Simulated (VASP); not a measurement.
A run of VASP 6.6.1:

The input INCAR:

```
PREC = Accurate
ENCUT = 600
EDIFF = 1E-6
ISMEAR = 0
SIGMA = 0.05
LREAL = F
LASPH = T
NELM = 200
ALGO = Normal
ISIF = 2
LWAVE = F
LCHARG = T
ISPIN = 2
MAGMOM = 2 2 0 0
LORBIT = 11
LMAXMIX = 4
LDAU = T
LDAUTYPE = 2
LDAUL = 2 -1
LDAUU = 7.5 0
LDAUJ = 0 0
LDAUPRINT = 1
GGA = PS
LELF = T
LVHAR = T
NBANDS = 28
GGA_COMPAT = F
```

KPOINTS

```
regular mesh
0
Gamma
  9 9 9
```

POSCAR

```
NiO
1.0
    0.0000000000      2.0913095100      2.0913095100
    2.0913095100      0.0000000000      2.0913095100
    4.1826190200      4.1826190200      0.0000000000
Ni O
2 2
Direct
    0.0000000000      0.0000000000      0.0000000000
    0.0000000000      0.0000000000      0.5000000000
    0.5000000000      0.5000000000      0.2500000000
    0.5000000000      0.5000000000      0.7500000000
```

Potentials or basis: VASP PAW PBE potentials, release 64 (Ni, O).

Command:

```sh
$ cat potpaw_PBE.64/Ni/POTCAR potpaw_PBE.64/O/POTCAR > POTCAR
$ mpirun -np 1 vasp_std > vasp.out
```

Hardware: 1 thread of Oxide Virtual Turin-like Processor, on a shared host.

Task: Estimate the wall time of this run.

Result: Wall time 3.4 min on 1 thread of Oxide Virtual Turin-like Processor, with other jobs on the host, peak memory 0.26 GiB. Counts: scf iterations 16, k points 85.
